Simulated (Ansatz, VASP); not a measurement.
One calculation of HfO2, two programs

```
Hf O
1.0
     3.60432    0.00000    0.00000
     0.00000    3.60432    0.00000
     0.00000    0.00000    5.26363
Hf O
2 4
Direct
  0.50000 0.50000 0.50000
  0.00000 0.00000 0.00000
  0.00000 0.50000 0.69328
  0.50000 0.00000 0.80672
  0.50000 0.00000 0.30672
  0.00000 0.50000 0.19328
```

Alike in both runs: task single point; functional PBE; k mesh 6 × 6 × 4; no spin polarisation.

```csv
,VASP,Ansatz
version,VASP 6.6.1,Ansatz 0.2.0
potentials or method,"VASP PAW PBE potentials, release 64 (Hf_pv, O)","plane waves, PAW"
plane-wave cutoff (eV),520,420
occupations,"gaussian, width 0.01 eV",fixed
valence electrons in the cell,44,76
```

VASP gave:

```
gap on the k mesh at the Fermi level (eV)                     : 4.65
pressure (GPa)                                                : -3.1
traceless stress, the component that is largest in VASP (GPa) : 0.13
rms of the force components (eV/Å)                            : 0.023
```

**Question.** What did Ansatz give for the same quantities?

**Answer.** gap on the k mesh at the Fermi level (eV): 4.67; pressure (GPa): 0.0; traceless stress, the component that is largest in VASP (GPa): 0.01; rms of the force components (eV/Å): 0.000.

Atom by atom the forces differ by 0.023 eV/Å (rms over components). VASP's potentials hold 44 valence electrons a cell and Ansatz's 76, so a difference there can come from the potentials and not from the codes.

Spin-orbit coupling is off throughout.
